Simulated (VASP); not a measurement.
Crystal: Cd4Se.

```
Cd Se
1.0
     4.40000    0.00000    0.00000
     0.00000    4.40000    0.00000
     0.00000    0.00000    6.50000
Cd Se
4 1
Direct
  0.50000 0.00000 0.76000
  0.00000 0.50000 0.24000
  0.00000 0.00000 0.50000
  0.50000 0.50000 0.50000
  0.00000 0.00000 0.00000
```

```yaml
Program: VASP 6.6.1
Task: relaxation of cell and atoms
Functional: PBE
Potentials_or_basis: VASP PAW PBE potentials, release 64 (Cd, Se)
Cutoff: 600 eV
k_mesh: 4 × 4 × 3
Occupations: gaussian, width 0.2 eV
Spin: no spin polarisation
```

At the start: pressure 7.8 GPa; volume 25.17 Å³/atom.

Where does the relaxation end?

Over 11 steps the energy falls by 147.9 meV/atom and the volume is 28.55 Å³/atom (+13.4 %); space group P-4m2 (No. 115, to 0.05 Å).

The path:
```csv
step,energy change (eV),largest force (eV/Å),pressure (GPa),volume (Å³)
1,0.0000,1.1460,7.82,125.84
2,-0.5339,0.3305,-0.66,149.52
3,-0.5345,0.3510,-0.45,148.45
4,-0.5760,0.3052,-0.41,147.47
5,-0.6781,0.1123,-0.10,144.31
6,-0.6554,0.6116,1.80,137.12
7,-0.7187,0.1360,0.38,141.66
8,-0.7205,0.2263,0.62,140.74
9,-0.7328,0.1495,-0.37,144.55
10,-0.7345,0.1722,-0.14,143.57
11,-0.7394,0.0792,-0.02,142.73
```

Final structure:
```
CELL_PARAMETERS angstrom
4.29075 0.00000 0.00000
0.00000 4.29075 0.00000
0.00000 0.00000 7.75276
ATOMIC_POSITIONS crystal
Cd 0.50000 0.00000 0.78443
Cd 0.00000 0.50000 0.21557
Cd 0.00000 0.00000 0.50000
Cd 0.50000 0.50000 0.50000
Se 0.00000 0.00000 0.00000
```

Caveat: the relaxation stopped at a loose force limit of 0.08 eV/Å, so its end isn't a converged minimum.
